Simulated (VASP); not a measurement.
Input of a VASP 6.6.1 run:

INCAR

```
SYSTEM = Si16SbH7
ALGO = Normal
EDIFF = 1E-6
ENCUT = 520
GGA = PE
ISIF = 2
ISMEAR = 0
IVDW = 12
LASPH = .True.
LCHARG = .True.
LELF = .True.
LREAL = Auto
LVHAR = .True.
LWAVE = .False.
NBANDS = 56
NELM = 80
PREC = Accurate
SIGMA = 0.05
```

Contents of KPOINTS:

```
k-points
0
Gamma
  2 2 1
  0 0 0
```

Contents of POSCAR:

```
Si16SbH7
1.0
    7.6791800000      0.0000000000      0.0000000000
    3.8395900000      6.6503650000      0.0000000000
    0.0000000000      0.0000000000     18.8687650000
H Si Sb
7 16 1
Direct
    0.1666666792      0.1666666416      0.0529976392
    0.6666666792      0.1666666416      0.0529976392
    0.1666667168      0.6666665664      0.0529976392
    0.6666667168      0.6666665664      0.0529976392
    0.4999542898      0.0092796410      0.4148081234
    0.0093616032      0.5055934524      0.4185869080
    0.3788154603      0.5390947715      0.4119737566
    0.1666666792      0.1666666416      0.1324940981
    0.6666666792      0.1666666416      0.1324940981
    0.1666667168      0.6666665664      0.1324940981
    0.6666667168      0.6666665664      0.1324940981
   -0.1681440767      0.3320978623      0.1773626414
    0.3332358784      0.3338845311      0.1715070382
   -0.1667785001      0.8330897627      0.1723663949
    0.3345982938      0.8341071505      0.1692287757
   -0.1610561238      0.3248911902      0.3062550729
    0.3297416825      0.3373847902      0.2951499475
   -0.1662522577      0.8329563866      0.2961614605
    0.3328357578      0.8433349147      0.2916349321
    0.0128992490     -0.0200369453      0.3417561245
    0.5010049778      0.0053403084      0.3354643507
    0.0001811589      0.5025390336      0.3392499721
    0.4887067623      0.5139501366      0.3337835306
    0.2149311856      0.8021009373      0.4561649901
```

Potentials or basis: VASP PAW PBE potentials, release 64 (H, Si, Sb).

Launch:

```bash
$ cat potpaw_PBE.64/H/POTCAR potpaw_PBE.64/Si/POTCAR potpaw_PBE.64/Sb/POTCAR > POTCAR
$ mpirun -np 1 vasp_std > vasp.out
```

Problem. What does it give for the largest force?

Solution. 0.243 eV/Å.

Problem. Estimate the band gap on the k mesh.

Solution. 0.27 eV (least direct gap 0.46 eV).

Forces on the atoms (eV/Å):
```
H   -0.101  0.147 -0.058
H    0.068  0.039 -0.033
H   -0.024 -0.002 -0.066
H    0.068 -0.175 -0.068
H   -0.004 -0.010 -0.015
H   -0.005  0.000 -0.011
H    0.031 -0.025 -0.031
Si  -0.156  0.163  0.088
Si   0.068 -0.021  0.191
Si  -0.041  0.055 -0.132
Si   0.115 -0.194  0.089
Si   0.013 -0.002  0.004
Si  -0.008 -0.006  0.002
Si   0.002 -0.003 -0.006
Si  -0.001 -0.001 -0.002
Si  -0.021  0.000 -0.008
Si   0.009  0.001 -0.012
Si   0.000  0.010 -0.020
Si  -0.009 -0.011  0.019
Si   0.003  0.014 -0.019
Si  -0.007  0.004  0.024
Si  -0.006 -0.003  0.015
Si  -0.007 -0.007  0.015
Sb   0.013  0.027  0.033
```

Caveat: the k points lie up to 0.47 Å⁻¹ apart; there is no dipole correction, which matters where the two faces differ; spin-orbit coupling is left out, which moves the levels of the heavy elements.
